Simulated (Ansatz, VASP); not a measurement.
## TaC in VASP and in Ansatz

```
Ta C
1.0
     0.00000    2.23772    2.23772
     2.23772    0.00000    2.23772
     2.23772    2.23772    0.00000
Ta C
1 1
Direct
  0.00000 0.00000 0.00000
  0.50000 0.50000 0.50000
```

Alike in both runs: functional PBE; k mesh 16 × 16 × 16; occupations gaussian, width 0.1 eV; no spin polarisation.

Ansatz relaxed the structure, and its values are those at the end. VASP's run is a single point on that final structure, the one shown.

|  | VASP | Ansatz |
| --- | --- | --- |
| version | VASP 6.6.1 | Ansatz 0.2.0 |
| potentials or method | VASP PAW PBE potentials, release 64 (Ta_pv, C), cutoff 600 eV | scalar-relativistic, plane waves, PAW |
| valence electrons in the cell | 15 | 17 |

|  | VASP | Ansatz | Ansatz less VASP |
| --- | --- | --- | --- |
| gap on the k mesh at the Fermi level (eV) | none | none | - |
| pressure (GPa) | 0.6 | 0.0 | -0.55 |

A gap of «none» marks a metal or a gap that the smearing closes. The functional is the same, so the differences come from potentials, cutoffs and numerics. VASP's potentials hold 15 valence electrons a cell and Ansatz's 17, so a difference there can come from the potentials and not from the codes.

Neither program's run includes spin-orbit coupling.
